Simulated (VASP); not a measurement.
Set up this calculation in VASP 6.6.1, as the native input.

```yaml
Task: single point
Functional: BLYP
Potentials_or_basis: VASP PAW PBE potentials, release 64 (Pb_d, Te)
Cutoff: 520 eV
k_mesh: 7 × 7 × 7
Occupations: fermi-dirac, width 0.05 eV
Spin: no spin polarisation
Dipole_correction: no
Further_INCAR_settings: ALGO = Normal; EDIFF = 1e-06; NBANDS = 17
```

The structure of TePb lies in POSCAR:

```
TePb
1.0
    0.0000000000      3.3681590750      3.3681590750
    3.3681590750      0.0000000000      3.3681590750
    3.3681590750      3.3681590750      0.0000000000
Pb Te
1 1
Direct
    0.0000000000      0.0000000000      0.0000000000
    0.5000000000      0.5000000000      0.5000000000
```

These files were run (other wordings do the same):

INCAR

```
AGGAC = 1.0
AGGAX = 1.0
ALDAC = 0.0
ALDAX = 1.0
ALGO = Normal
EDIFF = 1E-6
ENCUT = 520
GGA = B5
ISIF = 2
ISMEAR = -1
LASPH = T
LCHARG = F
LREAL = F
LWAVE = F
NBANDS = 17
NELM = 80
PREC = Accurate
SIGMA = 0.05
```

KPOINTS

```
k-points
0
Gamma
  7 7 7
```

Potentials or basis: VASP PAW PBE potentials, release 64 (Pb_d, Te).

Command:

```bash
$ cat potpaw_PBE.64/Pb_d/POTCAR potpaw_PBE.64/Te/POTCAR > POTCAR
$ mpirun -np 1 vasp_std > vasp.out
```

It gave:

```json
{
 "Pressure": "0.1 GPa"
}
```

Caveat: the PAW data sets were made with another functional, which shifts forces and pressure a little.

Run time: 20 s on 1 thread of Intel(R) Xeon(R) Platinum 8559C (Emerald Rapids), on a shared host, peak memory 0.2 GiB.
